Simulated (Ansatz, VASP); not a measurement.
NaH in VASP and in Ansatz

The input POSCAR:

```
NaH
1.0
    0.0000000000      2.4504795292      2.4999792156
    2.4504795292      0.0000000000      2.4999792156
    2.4504795292      2.4504795292      0.0000000000
Na H
1 1
Direct
    0.0000000000      0.0000000000      0.0000000000
    0.5000000000      0.5000000000      0.5000000000
```

The input INCAR.step1:

```
SYSTEM = NaH
PREC = Accurate ; ENCUT = 520
ISMEAR = -1 ; SIGMA = 0.2
LREAL = .FALSE. ; LASPH = .TRUE.
NELM = 100 ; NBANDS = 11
GGA = PE ; ALGO = Normal
EDIFF = 1E-4 ; LWAVE = .TRUE.
LCHARG = .FALSE.
```

File INCAR.step2:

```
SYSTEM = NaH
PREC = Accurate ; ENCUT = 520
EDIFF = 1E-7 ; ISMEAR = -1
SIGMA = 0.2 ; LREAL = .FALSE.
LASPH = .TRUE. ; NELM = 100
ALGO = Normal ; ISIF = 2
LWAVE = .FALSE. ; LCHARG = .FALSE.
METAGGA = R2SCAN ; LMIXTAU = .TRUE.
NBANDS = 11 ; ISTART = 1
```

Contents of KPOINTS:

```
regular mesh
0
G
  10 10 10
  0 0 0
```

Input for Ansatz:

```yaml
crystal:
  lattice:
    - [0.0, 2.4504795292, 2.4999792156]
    - [2.4504795292, 0.0, 2.4999792156]
    - [2.4504795292, 2.4504795292, 0.0]
  atoms:
    - { symbol: Na, position: [0.0, 0.0, 0.0] }
    - { symbol: H, position: [0.5, 0.5, 0.5] }
basis:
  ecutwfc: 520.0
kpoints:
  mp_grid: { grid: [10, 10, 10] }
hamiltonian:
  xc: r2scan
scf:
  occupations: { method: fermi_dirac, width: 0.2 }
output:
  forces: true
  stress: true
  eigenvalues: true
```

Alike in both runs: task single point; functional r2SCAN; k mesh 10 × 10 × 10; occupations fermi-dirac, width 0.2 eV; no spin polarisation.

|  | VASP | Ansatz |
| --- | --- | --- |
| version | VASP 6.6.1 | Ansatz 0.2.0 |
| potentials or method | VASP PAW PBE potentials, release 64 (Na_pv, H), cutoff 520 eV | scalar-relativistic, plane waves, PAW |
| valence electrons in the cell | 8 | 10 |

Ansatz gave:

```
gap on the k mesh at the Fermi level (eV)                     : 4.25
least direct gap on the mesh (eV)                             : 5.07
pressure (GPa)                                                : -1.8
traceless stress, the component that is largest in VASP (GPa) : -0.32
```

**Question.** What did VASP give for the same quantities?

**Answer.** gap on the k mesh at the Fermi level (eV): 4.26; least direct gap on the mesh (eV): 5.06; pressure (GPa): -2.0; traceless stress, the component that is largest in VASP (GPa): -0.26.

VASP's potentials were made for PBE, not for r2SCAN. VASP's potentials hold 8 valence electrons a cell and Ansatz's 10, so a difference there can come from the potentials and not from the codes.
